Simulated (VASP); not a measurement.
# ZrC (Fm-3m) in VASP: electric field gradients with PBE+D4

Aim: the electric field gradients of ZrC with PBE+D4.

Everything below comes from runs of VASP 6.6.1. Logs are shortened: lines on timing, memory, paths and dates and some standing lists are left out, and cuts for length are marked.

**1. The cell of the first run**

The structure is cubic, space group Fm-3m (No. 225). Conventional cell: a = 4.637 Å, b = 4.637 Å, c = 4.637 Å, α = 90.00°, β = 90.00°, γ = 90.00°. Within 3.1 Å of Zr (site symmetry m-3m) lie 6 C at 2.32 Å. Within 3.1 Å of C (site symmetry m-3m) lie 6 Zr at 2.32 Å.

**2. Electric field gradients, PBE+D4**

File INCAR:

```
SYSTEM = ZrC
  ALGO = Normal
  EDIFF = 1E-8
  ENCUT = 520
  GGA = PE
  ISIF = 2
  ISMEAR = -4
  IVDW = 13
  LASPH = .True.
  LCHARG = .False.
  LEFG = .True.
  LREAL = .False.
  LWAVE = .False.
  NBANDS = 15
  NELM = 100
  PREC = Accurate
  SIGMA = 0.1
```

File KPOINTS:

```
k-points
0
Gamma
  15 15 15
  0 0 0
```

File POSCAR:

```
ZrC
1.0
    0.0000000000      2.3184465117      2.3184465117
    2.3184465117      0.0000000000      2.3184465117
    2.3184465117      2.3184465117      0.0000000000
Zr C
1 1
Direct
    0.5000000000      0.5000000000      0.5000000000
    0.0000000000      0.0000000000      0.0000000000
```

Potentials or basis: VASP PAW PBE potentials, release 64 (Zr_sv, C).

Command:

```bash
cat potpaw_PBE.64/Zr_sv/POTCAR potpaw_PBE.64/C/POTCAR > POTCAR
mpirun -np 1 vasp_std > vasp.out
```

OUTCAR:

```text
SYSTEM = ZrC
   EDIFF = 1E-8
   ENCUT = 520
   GGA = PE
   ISIF = 2
   ISMEAR = -4
   IVDW = 13
   LASPH = .True.
   LREAL = .False.
   NELM = 100
   PREC = Accurate

 ion  position               nearest neighbor table
   1  0.500  0.500  0.500-   2 2.32   2 2.32   2 2.32   2 2.32   2 2.32   2 2.32
   2  0.000  0.000  0.000-   1 2.32   1 2.32   1 2.32   1 2.32   1 2.32   1 2.32

  LATTYP: Found a face centered cubic cell.
 ALAT       =     4.6368930234

  Lattice vectors:

 A1 = (   0.0000000000,   2.3184465117,   2.3184465117)
 A2 = (   2.3184465117,   0.0000000000,   2.3184465117)
 A3 = (   2.3184465117,   2.3184465117,   0.0000000000)

Analysis of symmetry for initial positions (statically):
=====================================================================
 Subroutine PRICEL returns:
 Original cell was already a primitive cell.

 Routine SETGRP: Setting up the symmetry group for a
 face centered cubic supercell.

 Subroutine GETGRP returns: Found 48 space group operations
 (whereof 48 operations were pure point group operations)
 out of a pool of 48 trial point group operations.

The static configuration has the point symmetry O_h .

Analysis of symmetry for dynamics (positions and initial velocities):
=====================================================================
 Subroutine PRICEL returns:
 Original cell was already a primitive cell.

 Routine SETGRP: Setting up the symmetry group for a
 face centered cubic supercell.

 Subroutine GETGRP returns: Found 48 space group operations
 (whereof 48 operations were pure point group operations)
 out of a pool of 48 trial point group operations.

The dynamic configuration has the point symmetry O_h .

 Subroutine INISYM returns: Found 48 space group operations
 (whereof 48 operations are pure point group operations),
 and found     1 'primitive' translations

----------------------------------------------------------------------------------------

                                     Primitive cell

  volume of cell :      24.9242

  direct lattice vectors                    reciprocal lattice vectors
     0.000000000  2.318446512  2.318446512    -0.215661650  0.215661650  0.215661650
     2.318446512  0.000000000  2.318446512     0.215661650 -0.215661650  0.215661650
     2.318446512  2.318446512  0.000000000     0.215661650  0.215661650 -0.215661650

  length of vectors
     3.278778500  3.278778500  3.278778500     0.373536935  0.373536935  0.373536935

  position of ions in fractional coordinates (direct lattice)
     0.500000000  0.500000000  0.500000000
     0.000000000  0.000000000  0.000000000

  ion indices of the primitive-cell ions
   primitive index   ion index
                 1           1
                 2           2

----------------------------------------------------------------------------------------

 KPOINTS: k-points

Automatic generation of k-mesh.
 Grid dimensions read from file:
 generate k-points for:   15   15   15

 Generating k-lattice:

  Cartesian coordinates                     Fractional coordinates (reciprocal lattice)
    -0.014377443  0.014377443  0.014377443     0.066666667  0.000000000  0.000000000
     0.014377443 -0.014377443  0.014377443     0.000000000  0.066666667  0.000000000
     0.014377443  0.014377443 -0.014377443     0.000000000  0.000000000  0.066666667

  Length of vectors
     0.024902462  0.024902462  0.024902462

  Shift w.r.t. Gamma in fractional coordinates (k-lattice)
     0.000000000  0.000000000  0.000000000

 TETIRR: Found    484 inequivalent tetrahedra from    20250

 Subroutine IBZKPT returns following result:
 ===========================================

 Found    120 irreducible k-points:

 Following reciprocal coordinates:
            Coordinates               Weight
  0.000000  0.000000  0.000000      1.000000
  0.066667  0.000000  0.000000      8.000000
  0.133333  0.000000  0.000000      8.000000
  0.200000  0.000000  0.000000      8.000000
  0.266667  0.000000  0.000000      8.000000
  0.333333  0.000000  0.000000      8.000000
[... 16 lines left out ...]
  0.133333  0.133333  0.000000      6.000000
  0.200000  0.133333  0.000000     24.000000
 [... further k-points ...]
   k-points           NKPTS =    120   k-points in BZ     NKDIM =    120   number of bands    NBANDS=     15
   number of dos      NEDOS =    301   number of ions     NIONS =      2
   total plane-waves  NPLWV =  13824
   dimension x,y,z NGX =    24 NGY =   24 NGZ =   24
   dimension x,y,z NGXF=    48 NGYF=   48 NGZF=   48
   ions per type =               1   1
   NGX,Y,Z   is equivalent  to a cutoff of  12.17, 12.17, 12.17 a.u.
   NGXF,Y,Z  is equivalent  to a cutoff of  24.34, 24.34, 24.34 a.u.
 SYSTEM =  ZrC
   PREC   = accura    normal or accurate (medium, high low for compatibility)
   ISTART =      0    job   : 0-new  1-cont  2-samecut
   ICHARG =      2    charge: 1-file 2-atom 10-const
   ISPIN  =      1    spin polarized calculation?
   LNONCOLLINEAR =      F non collinear calculations
   LSORBIT =      F    spin-orbit coupling
   LASPH  =      T    aspherical Exc in radial PAW
   ENCUT  =  520.0 eV  38.22 Ry    6.18 a.u.   6.10  6.10  6.10*2*pi/ulx,y,z
   NELM   =    100;   NELMIN=  2; NELMDL= -5     # of ELM steps
   EDIFF  = 0.1E-07   stopping-criterion for ELM
   LREAL  =      F    real-space projection
   EDIFFG = 0.1E-06   stopping-criterion for IOM
   NSW    =      0    number of steps for IOM
   IBRION =     -1    ionic relax: 0-MD 1-quasi-New 2-CG
   NFREE  =      0    steps in history (QN), initial steepest desc. (CG)
   ISIF   =      2    stress and relaxation
   ISYM   =      2    0-nonsym 1-usesym 2-fastsym
   POTIM  = 0.5000    time-step for ionic-motion
   TEBEG  =    0.0;   TEEND  =   0.0 temperature during run
   PSTRESS=    0.0 pullay stress
   NELECT =      16.0000    total number of electrons
   NUPDOWN=      -1.0000    fix difference up-down
   EMIN   =  10.00;   EMAX   =-10.00  energy-range for DOS
   EFERMI =   0.00;   METHOD = LEGACY
   ISMEAR =    -4;   SIGMA  =   0.10  broadening in eV -4-tet -1-fermi 0-gaus
   EFERMI_NEDOS =   21; number of points for ismear=-14 and -15
   IALGO  =     38    algorithm
   IMIX   =      4    mixing-type and parameters
     AMIX     =   0.40;   BMIX     =  1.00
     AMIX_MAG =   1.60;   BMIX_MAG =  1.00
  volume/ion in A,a.u.               =      12.46        84.10
  Fermi-wavevector in a.u.,A,eV,Ry     =   1.412238  2.668742 27.135661  1.994415
  Thomas-Fermi vector in A             =   2.534007
   LORBIT       =      0    0 simple, 1 ext, 2 COOP (PROOUT), +10 PAW based schemes
   GGA     = PE    functional components
   LHFCALC =     F    Hartree Fock is set to
   AEXX    =    0.0000 exact exchange contribution
   IVDW    =    13    specifies the selected vdW correction
   LEPSILON=     F    determine dielectric tensor
   LRPA    =     F    only Hartree local field effects (RPA)
 non-spin polarized calculation
 Fermi weights with tetrahedron method witout Bloechl corrections
  energy-cutoff  :      520.00
  volume of cell :       24.92
 maximum number of plane-waves:       684
   NGX = 13   NGY = 13   NGZ = 13

 number of electron      16.0000000 magnetization

 Free energy of the ion-electron system (eV)
  ---------------------------------------------------
  ext. energy  EPLUGINS =         0.00000000
  ---------------------------------------------------
  free energy    TOTEN  =       -19.41424906 eV

  energy without entropy =      -19.41424906  energy(sigma->0) =      -19.41424906

 E-fermi :  10.1229     XC(G=0): -12.3363

 val. band max:       10.2097910838   @ k =   0.0667   0.0000   0.0000
 cond. band min:       9.8631586692   @ k =   0.2000   0.2000   0.0000
 fundamental gap:     -0.3466324146
 Fermi energy:        10.1228972046

 k-point     1 :       0.0000    0.0000    0.0000
  band No.  band energies     occupation
      1     -37.8590      2.00000
      2     -15.5398      2.00000
      3     -15.5398      2.00000
      4     -15.5398      2.00000
      5      -1.3567      2.00000
      6      11.0362      0.04229
      7      11.0362      0.00000
      8      11.0362      0.00000
      9      11.1970      0.00000
     10      11.1970      0.00000
     11      11.1970      0.00000
     12      13.0214      0.00000
     13      13.0214      0.00000
     14      17.8738      0.00000
     15      20.6306      0.00000

 k-point     2 :       0.0667    0.0000    0.0000
  band No.  band energies     occupation
      1     -37.8538      2.00000
      2     -15.5865      2.00000
      3     -15.5437      2.00000
      4     -15.5437      2.00000
      5      -1.2481      2.00000
      6      10.2098      1.44900
      7      10.4220      0.62164
      8      10.4220      0.41380
      9      11.4374      0.00000
     10      11.4374      0.00000
     11      11.7923      0.00000
     12      13.6162      0.00000
     13      13.6162      0.00000
     14      18.0906      0.00000
     15      20.9259      0.00000

 k-point     3 :       0.1333    0.0000    0.0000
  band No.  band energies     occupation
      1     -37.8390      2.00000
      2     -15.7162      2.00000
      3     -15.5548      2.00000
      4     -15.5548      2.00000
      5      -0.9354      2.00000
      6       9.1632      1.99997
      7       9.5580      1.98708
      8       9.5580      1.97603
      9      11.7745      0.00000
     10      11.7745      0.00000
     11      12.2548      0.00000
     12      14.7933      0.00000
     13      14.7933      0.00000
     14      18.6439      0.00000
     15      21.7314      0.00000
[... 343 lines left out ...]
 k-point    23 :       0.1333    0.1333    0.0000
  band No.  band energies     occupation
      1     -37.8324      2.00000
      2     -15.7032      2.00000
      3     -15.5947      2.00000
      4     -15.5947      2.00000
      5      -0.8318      2.00000
      6       8.3521      2.00000
      7       9.9740      1.96727
      8       9.9740      1.94188
      9      10.4904      0.00630
     10      13.0658      0.00000
     11      13.0658      0.00000
     12      13.2649      0.00000
     13      15.5256      0.00000
     14      19.1949      0.00000
     15      22.0888      0.00000

 k-point    24 :       0.2000    0.1333    0.0000
  band No.  band energies     occupation
      1     -37.8161      2.00000
      2     -15.8224      2.00000
      3     -15.6211      2.00000
      4     -15.6104      2.00000
      5      -0.5245      2.00000
      6       7.6569      2.00000
      7       9.3549      2.00000
      8       9.6202      2.00000
      9      10.6456      0.00803
     10      13.1489      0.00000
     11      13.5578      0.00000
     12      14.2204      0.00000
     13      16.2791      0.00000
     14      19.9259      0.00000
     15      22.9212      0.00000

 [... further k-points ...]

------------------------ aborting loop because EDIFF is reached ----------------------------------------

  DFT-D4 for vdW energy calculation

  Edisp (eV):   -0.51993

  FORCE on cell =-STRESS in cart. coord.  units (eV):
  Direction    XX          YY          ZZ          XY          YZ          ZX
  --------------------------------------------------------------------------------------
  -------------------------------------------------------------------------------------
  Total       1.22282     1.22282     1.22282    -0.00000     0.00000     0.00000
  in kB      78.60555    78.60555    78.60555    -0.00000     0.00000     0.00000
  external pressure =       78.61 kB  Pullay stress =        0.00 kB

 VOLUME and BASIS-vectors are now :
 -----------------------------------------------------------------------------
  energy-cutoff  :      520.00
  volume of cell :       24.92
      direct lattice vectors                 reciprocal lattice vectors
     0.000000000  2.318446512  2.318446512    -0.215661650  0.215661650  0.215661650
     2.318446512  0.000000000  2.318446512     0.215661650 -0.215661650  0.215661650
     2.318446512  2.318446512  0.000000000     0.215661650  0.215661650 -0.215661650

 POSITION                                       TOTAL-FORCE (eV/Angst)
 -----------------------------------------------------------------------------------
      2.31845      2.31845      2.31845         0.000000      0.000000      0.000000
      0.00000      0.00000      0.00000         0.000000     -0.000000      0.000000
 -----------------------------------------------------------------------------------
    total drift:                                0.000000     -0.000000      0.000000

  FREE ENERGIE OF THE ION-ELECTRON SYSTEM (eV)
  ---------------------------------------------------
  free  energy   TOTEN  =       -19.9341834568 eV

  energy  without entropy=      -19.9341834568  energy(sigma->0) =      -19.93418346

 Electric field gradients (V/A^2)
---------------------------------------------------------------------
 ion       V_xx      V_yy      V_zz      V_xy      V_xz      V_yz
---------------------------------------------------------------------
   1      -0.000     0.000     0.000    -0.000    -0.000    -0.000
   2      -0.000    -0.000     0.000     0.000     0.000     0.000
---------------------------------------------------------------------

 Electric field gradients after diagonalization (V/A^2)
 (convention: |V_zz| > |V_xx| > |V_yy|)
----------------------------------------------------------------------
 ion       V_xx      V_yy      V_zz     asymmetry (V_yy - V_xx)/ V_zz
----------------------------------------------------------------------
   1       0.000     0.000    -0.000       0.000
   2      -0.000    -0.000     0.001       0.000
----------------------------------------------------------------------

           NMR quadrupolar parameters

 Cq : quadrupolar parameter    Cq=e*Q*V_zz/h
 eta: asymmetry parameters     (V_yy - V_xx)/ V_zz
 Q  : nuclear electric quadrupole moment in mb (millibarn)
----------------------------------------------------------------------
 ion       Cq(MHz)       eta       Q (mb)
----------------------------------------------------------------------
   1      -0.000       0.000       1.000
   2       0.000       0.000       1.000
----------------------------------------------------------------------
```

It took 29 s on 1 thread of Intel Xeon Platinum 8259CL at 2.50GHz (Skylake/Cascade Lake), shared host; peak memory 0.17 GiB.

Results:

```
Free energy                : -19.9342 eV
Pressure                   : 7.9 GPa
Band gap on the k mesh     : zero (band 8 reaches 11.04 eV, above the bottom of band 9 at 9.72 eV)
Dispersion energy per atom : -0.260 eV
```

Caveat: without QUAD_EFG the Cq values of the log hold for a quadrupole moment of 1 mb, not for the nuclei; pairwise dispersion overbinds metals, which lowers pressure and volume.
